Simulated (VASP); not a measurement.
# NaCl (P4/mmm) in VASP: settings compared

Aim: see how the results for NaCl move with the level of theory and the settings. Levels: PBE, r2SCAN. Tasks: single point.

All numbers are computed with VASP 6.6.1; they aren't measurements. Logs are shortened: lines on timing, memory, paths and dates and some standing lists are left out, and cuts for length are marked.

## 1. The cell of the first run

The structure is tetragonal, space group P4/mmm (No. 123). Conventional cell: a = 3.448 Å, b = 3.448 Å, c = 3.461 Å, α = 90.00°, β = 90.00°, γ = 90.00°. Na (site symmetry 4/mmm) has 8 Cl at 2.99 Å and 6 Na at 3.45 to 3.46 Å within 3.9 Å. Within 3.9 Å of Cl (site symmetry 4/mmm) lie 8 Na at 2.99 Å and 6 Cl at 3.45 to 3.46 Å.

## 2. Single point, PBE (epitaxial xy strain -0.3%)

Input file INCAR:

```
ALGO = Normal
EDIFF = 1E-7
ENCUT = 520
GGA = PE
ISIF = 2
ISMEAR = -1
LASPH = True
LCHARG = False
LREAL = False
LWAVE = False
NBANDS = 14
NELM = 60
PREC = Accurate
SIGMA = 0.02
```

Input file KPOINTS:

```
k-points
0
Gamma
  8 8 8
```

Input file POSCAR:

```
NaCl
1.0
    3.4477833838      0.0000000000      0.0000000000
    0.0000000000      3.4477833838      0.0000000000
    0.0000000000      0.0000000000      3.4610495336
Na Cl
1 1
Direct
    0.0000000000      0.0000000000      0.0000000000
    0.5000000000      0.5000000000      0.5000000000
```

Potentials or basis: VASP PAW PBE potentials, release 64 (Na_pv, Cl).

Command:

```sh
$ cat potpaw_PBE.64/Na_pv/POTCAR potpaw_PBE.64/Cl/POTCAR > POTCAR
$ mpirun -np 1 vasp_std > vasp.out
```

OUTCAR:

```text
EDIFF = 1E-7
   ENCUT = 520
   GGA = PE
   ISIF = 2
   ISMEAR = -1
   LASPH = True
   LREAL = False
   NELM = 60
   PREC = Accurate

 ion  position               nearest neighbor table
   1  0.000  0.000  0.000-
   2  0.500  0.500  0.500-

  LATTYP: Found a simple tetragonal cell.
 ALAT       =     3.4477833838
 C/A-ratio  =     1.0038477330

  Lattice vectors:

 A1 = (   3.4477833838,   0.0000000000,   0.0000000000)
 A2 = (   0.0000000000,   3.4477833838,   0.0000000000)
 A3 = (   0.0000000000,   0.0000000000,   3.4610495336)

Analysis of symmetry for initial positions (statically):
=====================================================================
 Subroutine PRICEL returns:
 Original cell was already a primitive cell.

 Routine SETGRP: Setting up the symmetry group for a
 simple tetragonal supercell.

 Subroutine GETGRP returns: Found 16 space group operations
 (whereof 16 operations were pure point group operations)
 out of a pool of 16 trial point group operations.

The static configuration has the point symmetry D_4h.

Analysis of symmetry for dynamics (positions and initial velocities):
=====================================================================
 Subroutine PRICEL returns:
 Original cell was already a primitive cell.

 Routine SETGRP: Setting up the symmetry group for a
 simple tetragonal supercell.

 Subroutine GETGRP returns: Found 16 space group operations
 (whereof 16 operations were pure point group operations)
 out of a pool of 16 trial point group operations.

The dynamic configuration has the point symmetry D_4h.

 Subroutine INISYM returns: Found 16 space group operations
 (whereof 16 operations are pure point group operations),
 and found     1 'primitive' translations

----------------------------------------------------------------------------------------

                                     Primitive cell

  volume of cell :      41.1422

  direct lattice vectors                    reciprocal lattice vectors
     3.447783384  0.000000000  0.000000000     0.290041423  0.000000000  0.000000000
     0.000000000  3.447783384  0.000000000     0.000000000  0.290041423  0.000000000
     0.000000000  0.000000000  3.461049534     0.000000000  0.000000000  0.288929699

  length of vectors
     3.447783384  3.447783384  3.461049534     0.290041423  0.290041423  0.288929699

  position of ions in fractional coordinates (direct lattice)
     0.000000000  0.000000000  0.000000000
     0.500000000  0.500000000  0.500000000

  ion indices of the primitive-cell ions
   primitive index   ion index
                 1           1
                 2           2

----------------------------------------------------------------------------------------

 KPOINTS: k-points

Automatic generation of k-mesh.
 Grid dimensions read from file:
 generate k-points for:    8    8    8

 Generating k-lattice:

  Cartesian coordinates                     Fractional coordinates (reciprocal lattice)
     0.036255178  0.000000000  0.000000000     0.125000000  0.000000000  0.000000000
     0.000000000  0.036255178  0.000000000     0.000000000  0.125000000  0.000000000
     0.000000000  0.000000000  0.036116212     0.000000000  0.000000000  0.125000000

  Length of vectors
     0.036255178  0.036255178  0.036116212

  Shift w.r.t. Gamma in fractional coordinates (k-lattice)
     0.000000000  0.000000000  0.000000000

 Subroutine IBZKPT returns following result:
 ===========================================

 Found     75 irreducible k-points:

 Following reciprocal coordinates:
            Coordinates               Weight
  0.000000  0.000000  0.000000      1.000000
  0.125000  0.000000  0.000000      4.000000
  0.250000  0.000000  0.000000      4.000000
  0.375000  0.000000  0.000000      4.000000
  0.500000  0.000000  0.000000      2.000000
  0.125000  0.125000  0.000000      4.000000
[... 16 lines left out ...]
  0.375000  0.125000  0.125000     16.000000
  0.500000  0.125000  0.125000      8.000000
 [... further k-points ...]
   k-points           NKPTS =     75   k-points in BZ     NKDIM =     75   number of bands    NBANDS=     14
   number of dos      NEDOS =    301   number of ions     NIONS =      2
   total plane-waves  NPLWV =  21952
   dimension x,y,z NGX =    28 NGY =   28 NGZ =   28
   dimension x,y,z NGXF=    56 NGYF=   56 NGZF=   56
   ions per type =               1   1
   NGX,Y,Z   is equivalent  to a cutoff of  13.50, 13.50, 13.45 a.u.
   NGXF,Y,Z  is equivalent  to a cutoff of  27.00, 27.00, 26.90 a.u.
 SYSTEM =  unknown system
   PREC   = accura    normal or accurate (medium, high low for compatibility)
   ISTART =      0    job   : 0-new  1-cont  2-samecut
   ICHARG =      2    charge: 1-file 2-atom 10-const
   ISPIN  =      1    spin polarized calculation?
   LNONCOLLINEAR =      F non collinear calculations
   LSORBIT =      F    spin-orbit coupling
   LASPH  =      T    aspherical Exc in radial PAW
   ENCUT  =  520.0 eV  38.22 Ry    6.18 a.u.   6.41  6.41  6.44*2*pi/ulx,y,z
   NELM   =     60;   NELMIN=  2; NELMDL= -5     # of ELM steps
   EDIFF  = 0.1E-06   stopping-criterion for ELM
   LREAL  =      F    real-space projection
   EDIFFG = 0.1E-05   stopping-criterion for IOM
   NSW    =      0    number of steps for IOM
   IBRION =     -1    ionic relax: 0-MD 1-quasi-New 2-CG
   NFREE  =      0    steps in history (QN), initial steepest desc. (CG)
   ISIF   =      2    stress and relaxation
   ISYM   =      2    0-nonsym 1-usesym 2-fastsym
   POTIM  = 0.5000    time-step for ionic-motion
   TEBEG  =    0.0;   TEEND  =   0.0 temperature during run
   PSTRESS=    0.0 pullay stress
   NELECT =      14.0000    total number of electrons
   NUPDOWN=      -1.0000    fix difference up-down
   EMIN   =  10.00;   EMAX   =-10.00  energy-range for DOS
   EFERMI =   0.00;   METHOD = LEGACY
   ISMEAR =    -1;   SIGMA  =   0.02  broadening in eV -4-tet -1-fermi 0-gaus
   EFERMI_NEDOS =   21; number of points for ismear=-14 and -15
   IALGO  =     38    algorithm
   IMIX   =      4    mixing-type and parameters
     AMIX     =   0.40;   BMIX     =  1.00
     AMIX_MAG =   1.60;   BMIX_MAG =  1.00
  volume/ion in A,a.u.               =      20.57       138.82
  Fermi-wavevector in a.u.,A,eV,Ry     =   1.142935  2.159834 17.773301  1.306301
  Thomas-Fermi vector in A             =   2.279632
   LORBIT       =      0    0 simple, 1 ext, 2 COOP (PROOUT), +10 PAW based schemes
   GGA     = PE    functional components
   LHFCALC =     F    Hartree Fock is set to
   AEXX    =    0.0000 exact exchange contribution
   IVDW    =     0    specifies the selected vdW correction
   LEPSILON=     F    determine dielectric tensor
   LRPA    =     F    only Hartree local field effects (RPA)
 non-spin polarized calculation
  energy-cutoff  :      520.00
  volume of cell :       41.14
 maximum number of plane-waves:      1141
 NGX is ok and might be reduce to    28
   NGX = 13   NGY = 13   NGZ = 13

 number of electron      14.0000003 magnetization

 Free energy of the ion-electron system (eV)
  ---------------------------------------------------
  ext. energy  EPLUGINS =         0.00000000
  ---------------------------------------------------
  free energy    TOTEN  =        -6.46061904 eV

  energy without entropy =       -6.46061904  energy(sigma->0) =       -6.46061904

 E-fermi :   1.2502     XC(G=0):  -8.6206

 val. band max:        0.7396478261   @ k =   0.5000   0.0000   0.5000
 cond. band min:       4.8589004386   @ k =   0.0000   0.0000   0.0000
 fundamental gap:      4.1192526125
 Fermi energy:         1.2502362002

 k-point     1 :       0.0000    0.0000    0.0000
  band No.  band energies     occupation
      1     -21.3017      2.00000
      2     -21.3017      2.00000
      3     -21.3011      2.00000
      4     -12.7989      2.00000
      5       0.1823      2.00000
      6       0.2164      2.00000
      7       0.2164      2.00000
      8       4.8589      0.00000
      9       9.2447      0.00000
     10       9.2806      0.00000
     11      16.7782      0.00000
     12      16.7784      0.00000
     13      16.7896      0.00000
     14      16.8378      0.00000

 k-point     2 :       0.1250    0.0000    0.0000
  band No.  band energies     occupation
      1     -21.3089      2.00000
      2     -21.3011      2.00000
      3     -21.3004      2.00000
      4     -12.7437      2.00000
      5      -0.3095      2.00000
      6       0.2175      2.00000
      7       0.2514      2.00000
      8       5.3187      0.00000
      9       9.4287      0.00000
     10       9.6513      0.00000
     11      15.2494      0.00000
     12      15.3192      0.00000
     13      16.3865      0.00000
     14      16.8996      0.00000

 k-point     3 :       0.2500    0.0000    0.0000
  band No.  band energies     occupation
      1     -21.3262      2.00000
      2     -21.2995      2.00000
      3     -21.2989      2.00000
      4     -12.6052      2.00000
      5      -1.3048      2.00000
      6       0.3050      2.00000
      7       0.3382      2.00000
      8       6.2339      0.00000
      9       9.9413      0.00000
     10      10.2584      0.00000
     11      13.8792      0.00000
     12      13.9531      0.00000
     13      16.1421      0.00000
     14      16.6027      0.00000
[... 324 lines left out ...]
 k-point    23 :       0.3750    0.1250    0.1250
  band No.  band energies     occupation
      1     -21.3406      2.00000
      2     -21.3039      2.00000
      3     -21.3026      2.00000
      4     -12.3728      2.00000
      5      -1.9379      2.00000
      6       0.0007      2.00000
      7       0.0989      2.00000
      8       7.8229      0.00000
      9       9.7082      0.00000
     10      10.6950      0.00000
     11      12.1559      0.00000
     12      13.5505      0.00000
     13      15.0056      0.00000
     14      16.9239      0.00000

 k-point    24 :       0.5000    0.1250    0.1250
  band No.  band energies     occupation
      1     -21.3473      2.00000
      2     -21.3031      2.00000
      3     -21.3019      2.00000
      4     -12.3135      2.00000
      5      -2.2238      2.00000
      6       0.0609      2.00000
      7       0.1464      2.00000
      8       8.6718      0.00000
      9       8.7994      0.00000
     10      10.8164      0.00000
     11      11.9101      0.00000
     12      13.6827      0.00000
     13      15.0898      0.00000
     14      16.3817      0.00000

 [... further k-points ...]

------------------------ aborting loop because EDIFF is reached ----------------------------------------

  FORCE on cell =-STRESS in cart. coord.  units (eV):
  Direction    XX          YY          ZZ          XY          YZ          ZX
  --------------------------------------------------------------------------------------
  -------------------------------------------------------------------------------------
  Total        0.3617744      0.3617744      0.2808245      0.0000000      0.0000000      0.0000000
  in kB       14.0883668     14.0883668     10.9359836      0.0000000      0.0000000      0.0000000
  external PRESSURE =      13.0375724 kB  Pullay stress =       0.0000000 kB

 VOLUME and BASIS-vectors are now :
 -----------------------------------------------------------------------------
  energy-cutoff  :      520.00
  volume of cell :       41.14
      direct lattice vectors                 reciprocal lattice vectors
     3.447783384  0.000000000  0.000000000     0.290041423  0.000000000  0.000000000
     0.000000000  3.447783384  0.000000000     0.000000000  0.290041423  0.000000000
     0.000000000  0.000000000  3.461049534     0.000000000  0.000000000  0.288929699

 POSITION                                       TOTAL-FORCE (eV/Angst)
 -----------------------------------------------------------------------------------
      0.00000      0.00000      0.00000         0.000000      0.000000      0.000000
      1.72389      1.72389      1.73052         0.000000      0.000000      0.000000
 -----------------------------------------------------------------------------------
    total drift:                               -0.000000      0.000000      0.000000

  FREE ENERGIE OF THE ION-ELECTRON SYSTEM (eV)
  ---------------------------------------------------
  free  energy   TOTEN  =        -6.4606190443 eV

  energy  without entropy=       -6.4606190443  energy(sigma->0) =       -6.46061904
```

Wall time 58 s (1 thread of Intel Xeon 8259CL, shared host); peak memory 0.17 GiB.

Results:

| Quantity | Value |
| --- | --- |
| Free energy | -6.4606 eV |
| Pressure | 1.3 GPa |
| Band gap on the k mesh | 4.12 eV (least direct gap 4.64 eV) |

Caveat: the cell differs from its parent crystal (epitaxial xy strain -0.3%). A k mesh can miss the band edges.

## 3. Single point, PBE (biaxial xy strain +5.4%)

Input file INCAR:

```
SYSTEM = NaCl
ALGO = Normal ; EDIFF = 1E-7
ENCUT = 520 ; GGA = PE
ISIF = 2 ; ISMEAR = -1
LASPH = .TRUE. ; LCHARG = .TRUE.
LELF = .TRUE. ; LREAL = .FALSE.
LVHAR = .TRUE. ; LWAVE = .FALSE.
NBANDS = 14 ; NELM = 100
PREC = Accurate ; SIGMA = 0.02
```

Input file KPOINTS:

```
k-points
0
G
  8 8 8
  0 0 0
```

Input file POSCAR:

```
NaCl
1.0
    3.6449774967      0.0000000000      0.0000000000
    0.0000000000      3.6449774967      0.0000000000
    0.0000000000      0.0000000000      3.4595458397
Na Cl
1 1
Direct
    0.0000000000      0.0000000000      0.0000000000
    0.5000000000      0.5000000000      0.5000000000
```

Potentials or basis: VASP PAW PBE potentials, release 64 (Na_pv, Cl).

Command:

```sh
$ cat potpaw_PBE.64/Na_pv/POTCAR potpaw_PBE.64/Cl/POTCAR > POTCAR
$ mpirun -np 1 vasp_std > vasp.out
```

OUTCAR:

```text
SYSTEM = NaCl
   EDIFF = 1E-7
   ENCUT = 520
   GGA = PE
   ISIF = 2
   ISMEAR = -1
   LASPH = .TRUE.
   LREAL = .FALSE.
   NELM = 100
   PREC = Accurate

 ion  position               nearest neighbor table
   1  0.000  0.000  0.000-
   2  0.500  0.500  0.500-

  LATTYP: Found a simple tetragonal cell.
 ALAT       =     3.6449774967
 C/A-ratio  =     0.9491268033

  Lattice vectors:

 A1 = (   3.6449774967,   0.0000000000,   0.0000000000)
 A2 = (   0.0000000000,   3.6449774967,   0.0000000000)
[... 594 lines left out ...]

  FORCE on cell =-STRESS in cart. coord.  units (eV):
  Direction    XX          YY          ZZ          XY          YZ          ZX
  --------------------------------------------------------------------------------------
  -------------------------------------------------------------------------------------
  Total       -0.7484627     -0.7484627      0.2801502      0.0000000      0.0000000      0.0000000
  in kB      -26.0898719    -26.0898719      9.7654604      0.0000000      0.0000000      0.0000000
  external PRESSURE =     -14.1380945 kB  Pullay stress =       0.0000000 kB

 VOLUME and BASIS-vectors are now :
 -----------------------------------------------------------------------------
  energy-cutoff  :      520.00
  volume of cell :       45.96
      direct lattice vectors                 reciprocal lattice vectors
     3.644977497  0.000000000  0.000000000     0.274350116  0.000000000  0.000000000
     0.000000000  3.644977497  0.000000000     0.000000000  0.274350116  0.000000000
     0.000000000  0.000000000  3.459545840     0.000000000  0.000000000  0.289055282

 POSITION                                       TOTAL-FORCE (eV/Angst)
 -----------------------------------------------------------------------------------
      0.00000      0.00000      0.00000         0.000000      0.000000      0.000000
      1.82249      1.82249      1.72977         0.000000      0.000000      0.000000
 -----------------------------------------------------------------------------------
    total drift:                               -0.000000      0.000000      0.000000

  FREE ENERGIE OF THE ION-ELECTRON SYSTEM (eV)
  ---------------------------------------------------
  free  energy   TOTEN  =        -6.4378123972 eV

  energy  without entropy=       -6.4378123972  energy(sigma->0) =       -6.43781240
```

OSZICAR:

```text
N       E                     dE             d eps       ncg     rms          rms(c)
DAV:   1     0.102051049031E+03    0.10205E+03   -0.70561E+03  2122   0.101E+03
DAV:   2     0.157088606850E+01   -0.10048E+03   -0.91597E+02  2326   0.268E+02
DAV:   3    -0.658524287751E+01   -0.81561E+01   -0.80954E+01  2640   0.718E+01
DAV:   4    -0.671642381136E+01   -0.13118E+00   -0.13112E+00  2430   0.976E+00
DAV:   5    -0.671925394606E+01   -0.28301E-02   -0.28300E-02  2742   0.147E+00    0.225E+00
DAV:   6    -0.647033423022E+01    0.24892E+00   -0.35352E-01  2692   0.341E+00    0.160E+00
DAV:   7    -0.643802754763E+01    0.32307E-01   -0.93942E-02  2940   0.176E+00    0.111E+00
DAV:   8    -0.643790108725E+01    0.12646E-03   -0.11865E-02  2244   0.946E-01    0.387E-01
DAV:   9    -0.643770878834E+01    0.19230E-03   -0.40955E-04  2688   0.151E-01    0.208E-01
DAV:  10    -0.643781556328E+01   -0.10677E-03   -0.31479E-04  2316   0.119E-01    0.365E-02
DAV:  11    -0.643781215280E+01    0.34105E-05   -0.10980E-05  2622   0.285E-02    0.149E-02
DAV:  12    -0.643781196428E+01    0.18852E-06   -0.33779E-06  2328   0.134E-02    0.704E-03
DAV:  13    -0.643781249519E+01   -0.53091E-06   -0.37324E-07  2532   0.409E-03    0.137E-03
DAV:  14    -0.643781239722E+01    0.97968E-07   -0.11918E-08  1638   0.808E-04
   1 F= -.64378124E+01 E0= -.64378124E+01  d E =-.608280E-11
```

stdout:

```text
POSCAR found type information on POSCAR NaCl
 POSCAR found :  2 types and       2 ions
 scaLAPACK will be used
 LDA part: xc-table for (Slater+PW92), standard interpolation
 POSCAR, INCAR and KPOINTS ok, starting setup
 FFT: planning ... GRIDC
 FFT: planning ... GRID_SOFT
 FFT: planning ... GRID
 WAVECAR not read
 entering main loop
```

Wall time 50 s (1 thread of Intel Xeon 8259CL, shared host); peak memory 0.18 GiB.

What came out:

```yaml
Free_energy: -6.4378 eV
Pressure: -1.4 GPa
Band_gap_on_the_k_mesh: 3.53 eV (least direct gap 3.89 eV)
```

Stress tensor (GPa, compression positive):
```
-2.61  0.00  0.00
 0.00 -2.61  0.00
 0.00  0.00  0.98
```

Caveat: the cell differs from its parent crystal (biaxial xy strain +5.4%).

(Continued in part 2 of 2.)
